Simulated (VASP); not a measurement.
## BeS: single point with r2SCAN

Crystal: BeS.

```
Be S
1.0
     0.00000    2.31730    2.31730
     2.31730    0.00000    2.31730
     2.31730    2.31730    0.00000
Be S
1 1
Direct
  0.00000 0.00000 0.00000
  0.50000 0.50000 0.50000
```

| Quantity | Value |
| --- | --- |
| Program | VASP 6.6.1 |
| Task | single point |
| Functional | r2SCAN |
| Potentials or basis | VASP PAW PBE potentials, release 64 (Be, S) |
| Cutoff | 520 eV |
| k mesh | 6 × 6 × 6 |
| Occupations | gaussian, width 0.5 eV |
| Spin | no spin polarisation |

```json
{"Pressure": "0.1 GPa", "Band gap on the k mesh": "1.35 eV, indirect (least direct gap 4.59 eV)"}
```

Levels at points of the mesh, in eV from the valence-band top:
| k point | band 1 | band 2 | band 3 | band 4 | band 5 | band 6 | band 7 | band 8 | band 9 |
| --- | --- | --- | --- | --- | --- | --- | --- | --- | --- |
| (0.00, 0.00, 0.00) | -15.74 | -0.26 | -0.26 | -0.26 | 6.21 | 9.39 | 9.39 | 9.39 | 10.66 |
| (0.50, 0.00, 0.00) | -13.38 | -7.43 | -0.53 | -0.53 | 4.49 | 4.49 | 4.85 | 11.19 | 16.34 |
| (0.50, 0.50, 0.00) | -12.30 | -6.94 | -3.25 | -3.25 | 1.35 | 4.86 | 12.98 | 12.98 | 14.94 |

It took 14 s on 1 thread of Intel(R) Xeon(R) Platinum 8488C (Sapphire Rapids), with other jobs on the host, peak memory 0.13 GiB.

Caveat: the PAW data sets were made with another functional, which shifts forces and pressure a little. r2SCAN opens gaps a little over a GGA but as a rule still falls short of measured ones.
